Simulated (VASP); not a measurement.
Write the native input for VASP 6.6.1 that does the following.

```
Task                   : relaxation of cell and atoms
Functional             : PBE
Potentials or basis    : VASP PAW PBE potentials, release 64 (In_d)
Cutoff                 : 600 eV
k mesh                 : 14 × 14 × 8
Occupations            : fermi-dirac, width 0.05 eV
Spin                   : no spin polarisation
Dipole correction      : no
Further INCAR settings : ALGO = Normal; EDIFF = 1e-06; IBRION = 2; EDIFFG = -0.005; NSW = 45; ISIF = 3
```

The structure of In lies in POSCAR:

```
In
1.0
    3.3665953807      0.0000000000      0.0000000000
   -1.6832976903      2.9155571240      0.0000000000
    0.0000000000      0.0000000000      5.6499333663
In
2
Direct
    0.3333333333      0.6666666667      0.2500000000
    0.6666666667      0.3333333333      0.7500000000
```

These files were run (other wordings do the same):

INCAR

```
PREC = Accurate
ENCUT = 600
EDIFF = 1E-6
ISMEAR = -1
SIGMA = 0.05
LREAL = F
LASPH = T
NELM = 80
ALGO = Normal
ISIF = 3
LWAVE = F
LCHARG = F
GGA = PE
IBRION = 2
NSW = 45
EDIFFG = -0.005
```

KPOINTS

```
Automatic mesh
0
Gamma
  14 14 8
```

Potentials or basis: VASP PAW PBE potentials, release 64 (In_d).

The run is started by

```sh
$ cat potpaw_PBE.64/In_d/POTCAR > POTCAR
$ mpirun -np 1 vasp_std > vasp.out
```

It gave:

| Quantity | Value |
| --- | --- |
| Pressure after relaxing | 0.0 GPa |
| Band gap on the k mesh | zero (band 13 reaches 10.16 eV, above the bottom of band 14 at 4.40 eV) |

Caveat: the relaxation stopped at its first step, so nothing moved; spin-orbit coupling is left out, which moves the levels of the heavy elements.

Run time: 78 s on 1 thread of AMD EPYC 7R13, on a shared host, peak memory 0.26 GiB.
